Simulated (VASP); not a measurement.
# CaFeC4N4 (P-43m) in VASP: further runs

Runs on CaFeC4N4. Level: PBE. Tasks: single point.

Everything below comes from runs of VASP 6.6.1. Logs are shortened: lines on timing, memory, paths and dates and some standing lists are left out, and cuts for length are marked.

## Step 1: The cell of the first run

The structure is cubic, space group P-43m (No. 215). Conventional cell: a = 6.141 Å, b = 6.141 Å, c = 6.141 Å, α = 90.00°, β = 90.00°, γ = 90.00°. Within 2.9 Å of Ca (site symmetry -43m) lie 4 N at 2.21 Å. Within 2.6 Å of Fe (site symmetry -43m) lie 4 C at 1.94 Å. Within 1.6 Å of C (site symmetry 3m) lie 1 N at 1.17 Å. N (site symmetry 3m) has 1 C at 1.17 Å within 1.6 Å.

## Step 2: Single point, PBE, collinear spin, ferromagnetic start

Contents of INCAR:

```
SYSTEM = CaFeC4N4
ALGO     = Normal         ! electronic algorithm
EDIFF    = 1E-6           ! SCF threshold, eV
ENCUT    = 520            ! plane-wave cutoff, eV
GGA      = PE             ! functional
ISIF     = 2              ! what is computed and relaxed
ISMEAR   = 0              ! smearing method
ISPIN    = 2              ! spin polarisation
LASPH    = .TRUE.         ! aspherical terms in the spheres
LCHARG   = .FALSE.        ! write CHGCAR
LMAXMIX  = 4              ! l up to which the mixer works
LORBIT   = 11             ! projections on sites
LREAL    = .FALSE.        ! projectors in reciprocal space
LWAVE    = .FALSE.        ! write WAVECAR
MAGMOM   = 0 4 0 0 0 0 0 0 0 0 ! initial moments
NBANDS   = 42             ! bands
NELM     = 150            ! most SCF steps
PREC     = Accurate       ! precision mode
SIGMA    = 0.1            ! smearing width, eV
```

Contents of KPOINTS:

```
k-points
0
G
  4 4 4
  0 0 0
```

Contents of POSCAR:

```
CaFeC4N4
1.0
    6.1406974600      0.0000000000      0.0000000000
    0.0000000000      6.1406974600      0.0000000000
    0.0000000000      0.0000000000      6.1406974600
Ca Fe C N
1 1 4 4
Direct
    0.5000000000      0.5000000000      0.5000000000
    0.0000000000      0.0000000000      0.0000000000
    0.1822113600      0.1822113600      0.1822113600
    0.1822113600      0.8177886400      0.8177886400
    0.8177886400      0.1822113600      0.8177886400
    0.8177886400      0.8177886400      0.1822113600
    0.2922151200      0.2922151200      0.2922151200
    0.2922151200      0.7077848800      0.7077848800
    0.7077848800      0.2922151200      0.7077848800
    0.7077848800      0.7077848800      0.2922151200
```

Potentials or basis: VASP PAW PBE potentials, release 64 (Ca_sv, Fe, C, N).

Command:

```sh
$ cat potpaw_PBE.64/Ca_sv/POTCAR potpaw_PBE.64/Fe/POTCAR potpaw_PBE.64/C/POTCAR potpaw_PBE.64/N/POTCAR > POTCAR
$ mpirun -np 1 vasp_std > vasp.out
```

OUTCAR:

```text
SYSTEM = CaFeC4N4
   EDIFF = 1E-6
   ENCUT = 520
   GGA = PE
   ISIF = 2
   ISMEAR = 0
   ISPIN = 2
   LASPH = .TRUE.
   LORBIT = 11
   LREAL = .FALSE.
   NELM = 150
   PREC = Accurate

 ion  position               nearest neighbor table
   1  0.500  0.500  0.500-   7 2.21   8 2.21   9 2.21  10 2.21
   2  0.000  0.000  0.000-   3 1.94   4 1.94   5 1.94   6 1.94
   3  0.182  0.182  0.182-   7 1.17   2 1.94
   4  0.182  0.818  0.818-   8 1.17   2 1.94
   5  0.818  0.182  0.818-   9 1.17   2 1.94
   6  0.818  0.818  0.182-  10 1.17   2 1.94
   7  0.292  0.292  0.292-   3 1.17   1 2.21
   8  0.292  0.708  0.708-   4 1.17   1 2.21
   9  0.708  0.292  0.708-   5 1.17   1 2.21
  10  0.708  0.708  0.292-   6 1.17   1 2.21

  LATTYP: Found a simple cubic cell.
 ALAT       =     6.1406974600

  Lattice vectors:

 A1 = (   6.1406974600,   0.0000000000,   0.0000000000)
 A2 = (   0.0000000000,   6.1406974600,   0.0000000000)
 A3 = (   0.0000000000,   0.0000000000,   6.1406974600)

Analysis of symmetry for initial positions (statically):
=====================================================================
 Subroutine PRICEL returns:
 Original cell was already a primitive cell.

 Routine SETGRP: Setting up the symmetry group for a
 simple cubic supercell.

 Subroutine GETGRP returns: Found 24 space group operations
 (whereof 24 operations were pure point group operations)
 out of a pool of 48 trial point group operations.

The static configuration has the point symmetry T_d .

Analysis of symmetry for dynamics (positions and initial velocities):
=====================================================================
 Subroutine PRICEL returns:
 Original cell was already a primitive cell.

 Routine SETGRP: Setting up the symmetry group for a
 simple cubic supercell.

 Subroutine GETGRP returns: Found 24 space group operations
 (whereof 24 operations were pure point group operations)
 out of a pool of 48 trial point group operations.

The dynamic configuration has the point symmetry T_d .

Analysis of structural, dynamic, and magnetic symmetry:
=====================================================================
 Subroutine PRICEL returns:
 Original cell was already a primitive cell.

 Routine SETGRP: Setting up the symmetry group for a
 simple cubic supercell.

 Subroutine GETGRP returns: Found 24 space group operations
 (whereof 24 operations were pure point group operations)
 out of a pool of 48 trial point group operations.

The overall configuration has the point symmetry T_d .

 Subroutine INISYM returns: Found 24 space group operations
 (whereof 24 operations are pure point group operations),
 and found     1 'primitive' translations

----------------------------------------------------------------------------------------

                                     Primitive cell

  volume of cell :     231.5544

  direct lattice vectors                    reciprocal lattice vectors
     6.140697460  0.000000000  0.000000000     0.162847951  0.000000000  0.000000000
     0.000000000  6.140697460  0.000000000     0.000000000  0.162847951  0.000000000
     0.000000000  0.000000000  6.140697460     0.000000000  0.000000000  0.162847951

  length of vectors
     6.140697460  6.140697460  6.140697460     0.162847951  0.162847951  0.162847951

  position of ions in fractional coordinates (direct lattice)
     0.500000000  0.500000000  0.500000000
     0.000000000  0.000000000  0.000000000
     0.182211360  0.182211360  0.182211360
     0.182211360  0.817788640  0.817788640
     0.817788640  0.182211360  0.817788640
     0.817788640  0.817788640  0.182211360
     0.292215120  0.292215120  0.292215120
     0.292215120  0.707784880  0.707784880
     0.707784880  0.292215120  0.707784880
     0.707784880  0.707784880  0.292215120

  ion indices of the primitive-cell ions
   primitive index   ion index
                 1           1
                 2           2
                 3           3
                 4           4
                 5           5
                 6           6
                 7           7
[... 49 lines left out ...]
   NGXF,Y,Z  is equivalent  to a cutoff of  25.99, 25.99, 25.99 a.u.
 SYSTEM =  CaFeC4N4
   PREC   = accura    normal or accurate (medium, high low for compatibility)
   ISTART =      0    job   : 0-new  1-cont  2-samecut
   ICHARG =      2    charge: 1-file 2-atom 10-const
   ISPIN  =      2    spin polarized calculation?
   LNONCOLLINEAR =      F non collinear calculations
   LSORBIT =      F    spin-orbit coupling
   LASPH  =      T    aspherical Exc in radial PAW
   ENCUT  =  520.0 eV  38.22 Ry    6.18 a.u.  11.42 11.42 11.42*2*pi/ulx,y,z
   NELM   =    150;   NELMIN=  2; NELMDL= -5     # of ELM steps
   EDIFF  = 0.1E-05   stopping-criterion for ELM
   LREAL  =      F    real-space projection
   EDIFFG = 0.1E-04   stopping-criterion for IOM
   NSW    =      0    number of steps for IOM
   IBRION =     -1    ionic relax: 0-MD 1-quasi-New 2-CG
   NFREE  =      0    steps in history (QN), initial steepest desc. (CG)
   ISIF   =      2    stress and relaxation
   ISYM   =      2    0-nonsym 1-usesym 2-fastsym
   POTIM  = 0.5000    time-step for ionic-motion
   TEBEG  =    0.0;   TEEND  =   0.0 temperature during run
   PSTRESS=    0.0 pullay stress
   NELECT =      54.0000    total number of electrons
   NUPDOWN=      -1.0000    fix difference up-down
   EMIN   =  10.00;   EMAX   =-10.00  energy-range for DOS
   EFERMI =   0.00;   METHOD = LEGACY
   ISMEAR =     0;   SIGMA  =   0.10  broadening in eV -4-tet -1-fermi 0-gaus
   EFERMI_NEDOS =   21; number of points for ismear=-14 and -15
   IALGO  =     38    algorithm
   IMIX   =      4    mixing-type and parameters
     AMIX     =   0.40;   BMIX     =  1.00
     AMIX_MAG =   1.60;   BMIX_MAG =  1.00
  volume/ion in A,a.u.               =      23.16       156.26
  Fermi-wavevector in a.u.,A,eV,Ry     =   1.007678  1.904235 13.815555  1.015415
  Thomas-Fermi vector in A             =   2.140498
   LORBIT       =     11    0 simple, 1 ext, 2 COOP (PROOUT), +10 PAW based schemes
   GGA     = PE    functional components
   LHFCALC =     F    Hartree Fock is set to
   AEXX    =    0.0000 exact exchange contribution
   IVDW    =     0    specifies the selected vdW correction
   LEPSILON=     F    determine dielectric tensor
   LRPA    =     F    only Hartree local field effects (RPA)
 spin polarized calculation
 Gauss-broadening in eV      SIGMA  =   0.10
  energy-cutoff  :      520.00
  volume of cell :      231.55
 maximum number of plane-waves:      6302
 NGX is ok and might be reduce to    48
   NGX = 23   NGY = 23   NGZ = 23

 number of electron      53.9999999 magnetization       3.9983673

 Free energy of the ion-electron system (eV)
  ---------------------------------------------------
  ext. energy  EPLUGINS =         0.00000000
  ---------------------------------------------------
  free energy    TOTEN  =       -79.46883163 eV

  energy without entropy =      -79.41479867  energy(sigma->0) =      -79.44181515

 E-fermi :  -1.5606     XC(G=0):  -6.6614

 val. band max:       -1.5615859319   @ k =   0.2500   0.2500   0.2500
 cond. band min:      -1.5589853555   @ k =   0.2500   0.2500   0.0000
 fundamental gap:      0.0026005763
 Fermi energy:        -1.5605907429

 spin component 1

 k-point     1 :       0.0000    0.0000    0.0000
  band No.  band energies     occupation
      1     -40.3621      1.00000
      2     -21.5868      1.00000
      3     -21.5868      1.00000
      4     -21.5868      1.00000
      5     -18.9173      1.00000
      6     -18.7752      1.00000
[... 409 lines left out ...]
     38       4.7713      0.00000
     39       4.7713      0.00000
 Fermi energy:        -1.5605907429

 spin component 2

 k-point     1 :       0.0000    0.0000    0.0000
  band No.  band energies     occupation
      1     -40.3581      1.00000
      2     -21.5778      1.00000
      3     -21.5778      1.00000
      4     -21.5778      1.00000
      5     -18.8026      1.00000
      6     -18.6651      1.00000
[... 409 lines left out ...]
     38       4.9615      0.00000
     39       4.9615      0.00000
 [bands above 39 left out]

------------------------ aborting loop because EDIFF is reached ----------------------------------------

  FORCE on cell =-STRESS in cart. coord.  units (eV):
  Direction    XX          YY          ZZ          XY          YZ          ZX
  --------------------------------------------------------------------------------------
  -------------------------------------------------------------------------------------
  Total        6.0635358      6.0635358      6.0635358      0.0000000      0.0000000     -0.0000000
  in kB       41.9549711     41.9549711     41.9549711      0.0000000      0.0000000     -0.0000000
  external PRESSURE =      41.9549711 kB  Pullay stress =       0.0000000 kB

 VOLUME and BASIS-vectors are now :
 -----------------------------------------------------------------------------
  energy-cutoff  :      520.00
  volume of cell :      231.55
      direct lattice vectors                 reciprocal lattice vectors
     6.140697460  0.000000000  0.000000000     0.162847951  0.000000000  0.000000000
     0.000000000  6.140697460  0.000000000     0.000000000  0.162847951  0.000000000
     0.000000000  0.000000000  6.140697460     0.000000000  0.000000000  0.162847951

 POSITION                                       TOTAL-FORCE (eV/Angst)
 -----------------------------------------------------------------------------------
      3.07035      3.07035      3.07035         0.000000     -0.000000     -0.000000
      0.00000      0.00000      0.00000         0.000000     -0.000000     -0.000000
      1.11890      1.11890      1.11890        -0.087791     -0.087791     -0.087791
      1.11890      5.02179      5.02179        -0.087791      0.087791      0.087791
      5.02179      1.11890      5.02179         0.087791     -0.087791      0.087791
      5.02179      5.02179      1.11890         0.087791      0.087791     -0.087791
      1.79440      1.79440      1.79440        -0.325551     -0.325551     -0.325551
      1.79440      4.34629      4.34629        -0.325551      0.325551      0.325551
      4.34629      1.79440      4.34629         0.325551     -0.325551      0.325551
      4.34629      4.34629      1.79440         0.325551      0.325551     -0.325551
 -----------------------------------------------------------------------------------
    total drift:                                0.000000      0.000000      0.000000

  FREE ENERGIE OF THE ION-ELECTRON SYSTEM (eV)
  ---------------------------------------------------
  free  energy   TOTEN  =       -79.4688316266 eV

  energy  without entropy=      -79.4147986656  energy(sigma->0) =      -79.44181515

 total charge

# of ion       s       p       d       tot
------------------------------------------
    1        2.050   5.891   0.302   8.242
    2        0.487   0.703   6.077   7.268
    3        0.968   1.634   0.000   2.603
    4        0.968   1.634   0.000   2.603
    5        0.968   1.634   0.000   2.603
    6        0.968   1.634   0.000   2.603
    7        1.319   2.588   0.000   3.907
    8        1.319   2.588   0.000   3.907
    9        1.319   2.588   0.000   3.907
   10        1.319   2.588   0.000   3.907
--------------------------------------------------
tot         11.686  23.484   6.379  41.549

 magnetization (x)

# of ion       s       p       d       tot
------------------------------------------
    1        0.000   0.001   0.004   0.004
    2        0.018   0.162   2.949   3.129
    3        0.006  -0.005   0.000   0.001
    4        0.006  -0.005   0.000   0.001
    5        0.006  -0.005   0.000   0.001
    6        0.006  -0.005   0.000   0.001
    7        0.003   0.077   0.000   0.080
    8        0.003   0.077   0.000   0.080
    9        0.003   0.077   0.000   0.080
   10        0.003   0.077   0.000   0.080
--------------------------------------------------
tot          0.057   0.449   2.953   3.458
```

Wall time 2.7 min (1 thread of Intel Xeon 6975P-C (Granite Rapids), shared host); peak memory 0.5 GiB.

Results:

```yaml
Free_energy: -79.4688 eV
Pressure: 4.2 GPa
Largest_force: 0.564 eV/Å
Band_gap_on_the_k_mesh: zero (filled and empty bands overlap)
Net_moment: 4.00 μB per cell
Site_moments: Ca +0.00; Fe +3.13; C +0.00; N +0.08 μB
Valence_electrons_inside_the_program's_atomic_spheres: Ca 8.24; Fe 7.27; C 2.60; N 3.91
```

Forces on the atoms (eV/Å):
```
Ca   0.000  0.000  0.000
Fe   0.000  0.000  0.000
C   -0.088 -0.088 -0.088
C   -0.088  0.088  0.088
C    0.088 -0.088  0.088
C    0.088  0.088 -0.088
N   -0.326 -0.326 -0.326
N   -0.326  0.326  0.326
N    0.326 -0.326  0.326
N    0.326  0.326 -0.326
```

Caveat: the cell stands under pressure; a cell with one magnetic atom can't hold antiferromagnetic order, which such compounds often take.

## Step 3: Single point, PBE, collinear spin, ferromagnetic start

This run uses another cell than the first one, of 25.70 Å³/atom.

Contents of INCAR:

```
PREC = Accurate
ENCUT = 520
EDIFF = 1E-6
ISMEAR = 0
SIGMA = 0.1
LREAL = F
LASPH = T
NELM = 150
ALGO = Normal
ISIF = 2
LWAVE = F
LCHARG = F
ISPIN = 2
MAGMOM = 0 4 0 0 0 0 0 0 0 0
LORBIT = 11
LMAXMIX = 4
GGA = PE
NBANDS = 42
```

Contents of KPOINTS:

```
Automatic mesh
0
Gamma
  4 4 4
```

Contents of POSCAR:

```
CaFeC4N4
1.0
    6.3576936551      0.0000000000      0.0000000000
    0.0000000000      6.3576936551      0.0000000000
    0.0000000000      0.0000000000      6.3576936551
Ca Fe C N
1 1 4 4
Direct
    0.5000000000      0.5000000000      0.5000000000
    0.0000000000      0.0000000000      0.0000000000
    0.1805675729      0.1805675729      0.1805675729
    0.1805675729      0.8194324271      0.8194324271
    0.8194324271      0.1805675729      0.8194324271
    0.8194324271      0.8194324271      0.1805675729
    0.2868976124      0.2868976124      0.2868976124
    0.2868976124      0.7131023876      0.7131023876
    0.7131023876      0.2868976124      0.7131023876
    0.7131023876      0.7131023876      0.2868976124
```

Potentials or basis: VASP PAW PBE potentials, release 64 (Ca_sv, Fe, C, N).

Command:

```sh
$ cat potpaw_PBE.64/Ca_sv/POTCAR potpaw_PBE.64/Fe/POTCAR potpaw_PBE.64/C/POTCAR potpaw_PBE.64/N/POTCAR > POTCAR
$ mpirun -np 1 vasp_std > vasp.out
```

OUTCAR:

```text
PREC = Accurate
   ENCUT = 520
   EDIFF = 1E-6
   ISMEAR = 0
   LREAL = F
   LASPH = T
   NELM = 150
   ISIF = 2
   ISPIN = 2
   LORBIT = 11
   GGA = PE

 ion  position               nearest neighbor table
   1  0.500  0.500  0.500-   7 2.35   8 2.35   9 2.35  10 2.35
   2  0.000  0.000  0.000-   3 1.99   4 1.99   5 1.99   6 1.99
   3  0.181  0.181  0.181-   7 1.17   2 1.99
   4  0.181  0.819  0.819-   8 1.17   2 1.99
   5  0.819  0.181  0.819-   9 1.17   2 1.99
   6  0.819  0.819  0.181-  10 1.17   2 1.99
   7  0.287  0.287  0.287-   3 1.17   1 2.35
   8  0.287  0.713  0.713-   4 1.17   1 2.35
   9  0.713  0.287  0.713-   5 1.17   1 2.35
  10  0.713  0.713  0.287-   6 1.17   1 2.35

  LATTYP: Found a simple cubic cell.
 ALAT       =     6.3576936551
[... 1079 lines left out ...]
      4.53369      1.82401      4.53369        -0.198953      0.198953     -0.198953
      4.53369      4.53369      1.82401        -0.198953     -0.198953      0.198953
 -----------------------------------------------------------------------------------
    total drift:                               -0.000000     -0.000000      0.000000

  FREE ENERGIE OF THE ION-ELECTRON SYSTEM (eV)
  ---------------------------------------------------
  free  energy   TOTEN  =       -79.8586239193 eV

  energy  without entropy=      -79.8033888093  energy(sigma->0) =      -79.83100636

 total charge

# of ion       s       p       d       tot
------------------------------------------
    1        2.032   5.864   0.211   8.107
    2        0.449   0.622   6.026   7.096
    3        0.965   1.626   0.000   2.591
    4        0.965   1.626   0.000   2.591
    5        0.965   1.626   0.000   2.591
    6        0.965   1.626   0.000   2.591
    7        1.313   2.575   0.000   3.887
    8        1.313   2.575   0.000   3.887
    9        1.313   2.575   0.000   3.887
   10        1.313   2.575   0.000   3.887
--------------------------------------------------
tot         11.591  23.287   6.236  41.115

 magnetization (x)

# of ion       s       p       d       tot
------------------------------------------
    1        0.000   0.000   0.002   0.003
    2        0.019   0.137   3.077   3.233
    3        0.006  -0.003   0.000   0.003
    4        0.006  -0.003   0.000   0.003
    5        0.006  -0.003   0.000   0.003
    6        0.006  -0.003   0.000   0.003
    7        0.003   0.062   0.000   0.065
    8        0.003   0.062   0.000   0.065
    9        0.003   0.062   0.000   0.065
   10        0.003   0.062   0.000   0.065
--------------------------------------------------
tot          0.057   0.372   3.079   3.508
```

OSZICAR:

```text
N       E                     dE             d eps       ncg     rms          rms(c)
DAV:   1     0.446731973471E+03    0.44673E+03   -0.23108E+04  1680   0.111E+03
DAV:   2    -0.315461960154E+02   -0.47828E+03   -0.45655E+03  1960   0.289E+02
DAV:   3    -0.918493600082E+02   -0.60303E+02   -0.59140E+02  2592   0.108E+02
[... 11 lines left out ...]
DAV:  15    -0.798586144083E+02   -0.43050E-03   -0.44305E-04  1894   0.133E-01    0.182E-01
DAV:  16    -0.798586343227E+02   -0.19914E-04   -0.10062E-04  2232   0.881E-02    0.105E-01
DAV:  17    -0.798586217581E+02    0.12565E-04   -0.35036E-05  2670   0.622E-02    0.806E-02
DAV:  18    -0.798586223391E+02   -0.58104E-06   -0.14064E-05  2266   0.400E-02    0.542E-02
DAV:  19    -0.798586235832E+02   -0.12440E-05   -0.28629E-06  1804   0.856E-03    0.399E-02
DAV:  20    -0.798586239193E+02   -0.33616E-06   -0.76826E-07  1536   0.970E-03
   1 F= -.79858624E+02 E0= -.79831006E+02  d E =-.552351E-01  mag=     3.9988
```

It took 2.8 min on 1 thread of Intel Xeon 6975P-C (Granite Rapids), shared host; peak memory 0.5 GiB.

What came out:

| Property | Result |
| --- | --- |
| Free energy | -79.8586 eV |
| Pressure | 0.5 GPa |
| Largest force | 0.348 eV/Å |
| Band gap on the k mesh | zero (filled and empty bands overlap) |
| Net moment | 4.00 μB per cell |
| Site moments | Ca +0.00; Fe +3.23; C +0.00; N +0.07 μB |
| Valence electrons inside the program's atomic spheres | Ca 8.11; Fe 7.10; C 2.59; N 3.89 |

Forces in eV/Å, atoms in the order of the input:
```
Ca   0.000  0.000  0.000
Fe   0.000  0.000  0.000
C   -0.201 -0.201 -0.201
C   -0.201  0.201  0.201
C    0.201 -0.201  0.201
C    0.201  0.201 -0.201
N    0.199  0.199  0.199
N    0.199 -0.199 -0.199
N   -0.199  0.199 -0.199
N   -0.199 -0.199  0.199
```

Caveat: a cell with one magnetic atom can't hold antiferromagnetic order, which such compounds often take. With open d or f shells a metallic result of PBE can be an artefact of self-interaction; +U or a hybrid may open a gap.
